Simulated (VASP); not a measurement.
Write the native input for VASP 6.6.1 that does the following.

- Task: single point
- Functional: PBEsol
- Potentials or basis: VASP PAW PBE potentials, release 64 (O, Mg, Ca_sv)
- Cutoff: 700 eV
- k mesh: 2 × 2 × 2, shifted
- Occupations: fermi-dirac, width 0.05 eV
- Spin: no spin polarisation
- Dipole correction: no
- Further INCAR settings: LREAL = Auto; ALGO = Normal; EDIFF = 1e-06; NBANDS = 169; ISYM = -1

The structure of Ca7Mg20O27 lies in POSCAR:

```
Ca7Mg20O27
1.0
    0.0000000000      6.5290540000      6.5290540000
    6.5290540000      0.0000000000      6.5290540000
    6.5290540000      6.5290540000      0.0000000000
O Mg Ca
27 20 7
Direct
    0.4854750000      0.1812900000      0.1659570000
    0.1651050000      0.5027070000      0.4944920000
    0.5104010000      0.8269170000      0.1680550000
    0.5130430000      0.1537760000      0.8266250000
    0.8288790000      0.5111530000      0.4963130000
    0.4924570000      0.8541070000      0.8489450000
    0.1882410000      0.4845810000      0.1599720000
    0.4776990000      0.1678180000      0.5249750000
    0.8650770000      0.5034730000      0.1702950000
    0.1657200000      0.4791080000      0.8554370000
    0.5012140000      0.8225610000      0.5165790000
    0.8156560000      0.5087590000      0.8197130000
    0.1739540000      0.1546220000      0.5038080000
    0.4914670000      0.4832520000      0.1720060000
    0.8322040000      0.1649590000      0.4982340000
    0.1557950000      0.8534240000      0.4885420000
    0.5247140000      0.5121730000      0.8043540000
    0.8533370000      0.8453030000      0.4904210000
    0.1448640000      0.1803500000      0.1925150000
    0.8590480000      0.1477040000      0.1565090000
    0.1600350000      0.8341050000      0.1871840000
    0.1590480000      0.1533250000      0.8417880000
    0.5212770000      0.5150070000      0.4910660000
    0.8199390000      0.8530950000      0.1518280000
    0.8339150000      0.1549430000      0.8299970000
    0.1651750000      0.8308850000      0.8265380000
    0.8488430000      0.8145790000      0.8317430000
    0.0100210000      0.0226220000      0.9692120000
    0.9804700000      0.6834220000      0.9893560000
    0.0053610000      0.9704010000      0.6701430000
    0.3127410000      0.3351760000      0.3433650000
    0.6587400000      0.6695670000      0.9993890000
    0.9872760000      0.6850560000      0.6707130000
    0.6581090000      0.6678020000      0.6898800000
    0.0225260000      0.9985240000      0.3168860000
    0.3178250000      0.3637110000      0.9951860000
    0.6667270000      0.9898960000      0.3215660000
    0.3620080000      0.3304070000      0.6507690000
    0.6619410000      0.6599700000      0.3503420000
    0.0021670000      0.3339140000      0.9963610000
    0.3437680000      0.9846110000      0.3517100000
    0.0045140000      0.3301940000      0.6618520000
    0.3198300000      0.6740490000      0.3466660000
    0.6603080000      0.3252690000      0.6656020000
    0.3472140000      0.6437220000      0.0008220000
    0.3546190000      0.0022630000      0.6509700000
    0.6723550000      0.3264490000      0.3386300000
    0.6630550000      0.9771480000      0.0259530000
    0.6650660000      0.9980340000      0.6647860000
    0.9982700000      0.6781820000      0.3417730000
    0.6718040000      0.3214560000      0.9938690000
    0.3182060000      0.0079940000      0.0012020000
    0.9855850000      0.3245440000      0.3492250000
    0.3247770000      0.6648120000      0.6783850000
```

These files were run (other wordings do the same):

INCAR

```
  PREC = Accurate
  ENCUT = 700
  EDIFF = 1E-6
  ISMEAR = -1
  SIGMA = 0.05
  LREAL = Auto
  LASPH = T
  NELM = 120
  ALGO = Normal
  ISIF = 2
  LWAVE = F
  LCHARG = F
  GGA = PS
  NBANDS = 169
  GGA_COMPAT = F
  ISYM = -1
  KPAR = 1
```

KPOINTS

```
explicit points
4
Reciprocal
  0.25000000   0.25000000   0.25000000 2
  0.25000000   0.25000000   0.75000000 2
  0.25000000   0.75000000   0.25000000 2
  0.25000000   0.75000000   0.75000000 2
```

Potentials or basis: VASP PAW PBE potentials, release 64 (O, Mg, Ca_sv).

The run is started by

```bash
$ cat potpaw_PBE.64/O/POTCAR potpaw_PBE.64/Mg/POTCAR potpaw_PBE.64/Ca_sv/POTCAR > POTCAR
$ mpirun -np 4 vasp_std > vasp.out
```

It gave:

```
Pressure               : 11.4 GPa
Largest force          : 6.822 eV/Å
Band gap on the k mesh : 3.79 eV
```

Caveat: the cell stands under pressure; the PAW data sets were made with another functional, which shifts forces and pressure a little; a shifted mesh leaves out Γ, where band edges can lie.

It took 7.1 min on 4 MPI ranks on Intel(R) Xeon(R) Platinum 8259CL CPU @ 2.50GHz (Skylake/Cascade Lake), with other jobs on the host, peak memory 0.45 GiB a rank.
